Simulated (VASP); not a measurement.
# MgS (Niningerite): single point with r2SCAN

Crystal: MgS (Niningerite).

```
CELL_PARAMETERS angstrom
0.00000 2.56649 2.56649
2.56649 0.00000 2.56649
2.56649 2.56649 0.00000
ATOMIC_POSITIONS crystal
Mg 0.00000 0.00000 0.00000
S 0.50000 0.50000 0.50000
```

```
Program             : VASP 6.6.1
Task                : single point
Functional          : r2SCAN
Potentials or basis : VASP PAW PBE potentials, release 64 (Mg, S)
Cutoff              : 520 eV
k mesh              : 6 × 6 × 6
Occupations         : gaussian, width 0.01 eV
Spin                : no spin polarisation
```

* Pressure: 3.1 GPa
* Band gap on the k mesh: 3.52 eV, indirect (least direct gap 4.97 eV)

Levels at points of the mesh, in eV from the valence-band top:
| k point | band 1 | band 2 | band 3 | band 4 | band 5 | band 6 | band 7 | band 8 |
| --- | --- | --- | --- | --- | --- | --- | --- | --- |
| (0.00, 0.00, 0.00) | -13.43 | 0.00 | 0.00 | 0.00 | 4.97 | 8.50 | 8.50 | 8.50 |
| (0.50, 0.00, 0.00) | -11.99 | -5.10 | -0.67 | -0.67 | 5.28 | 7.55 | 7.55 | 11.70 |
| (0.50, 0.50, 0.00) | -11.57 | -4.50 | -1.82 | -1.82 | 3.52 | 4.79 | 13.58 | 13.61 |

It took 18 s on 1 thread of Intel(R) Xeon(R) 6975P-C (Granite Rapids), on a shared host, peak memory 0.16 GiB.

Caveat: the PAW data sets were made with another functional, which shifts forces and pressure a little. r2SCAN opens gaps a little over a GGA but as a rule still falls short of measured ones.
